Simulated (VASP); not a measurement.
Sb: electric field gradients with PBE

The system is Sb.

```
Sb
1.0
    -1.47428    1.47428    2.42937
     1.47428   -1.47428    2.42937
     1.47428    1.47428   -2.42937
Sb
1
Direct
  0.00000 0.00000 0.00000
```

This cell differs from its parent crystal: volume scaled by 0.94.

```yaml
Program: VASP 6.6.1
Task: electric field gradients
Functional: PBE
Potentials_or_basis: VASP PAW PBE potentials, release 64 (Sb)
Cutoff: 520 eV
k_mesh: 19 × 19 × 19
Occupations: fermi-dirac, width 0.05 eV
Spin: no spin polarisation
Dipole_correction: no
Further_INCAR_settings: ALGO = Normal; EDIFF = 1e-08; NBANDS = 8
```

```yaml
Pressure: 28.9 GPa
```

Stress tensor (GPa, compression positive):
```
30.17  0.00  0.00
 0.00 30.17  0.00
 0.00  0.00 26.48
```

Levels at points of the mesh, in eV from the Fermi level:
| k point | band 1 | band 2 | band 3 | band 4 | band 5 |
| --- | --- | --- | --- | --- | --- |
| (0.00, 0.00, 0.00) | -15.17 | 7.06 | 7.25 | 7.25 | 10.30 |

Electric field gradients, principal values (V/Å²):
```csv
atom,least,middle,greatest (by size)
1 Sb,-18.552,-18.552,37.104
```

Wall time 74 s on 1 thread of Intel(R) Xeon(R) Platinum 8259CL CPU @ 2.50GHz (Skylake/Cascade Lake) (shared host), peak memory 0.22 GiB.

Caveat: without QUAD_EFG the Cq values of the log hold for a quadrupole moment of 1 mb, not for the nuclei; spin-orbit coupling is left out, which moves the levels of the heavy elements.
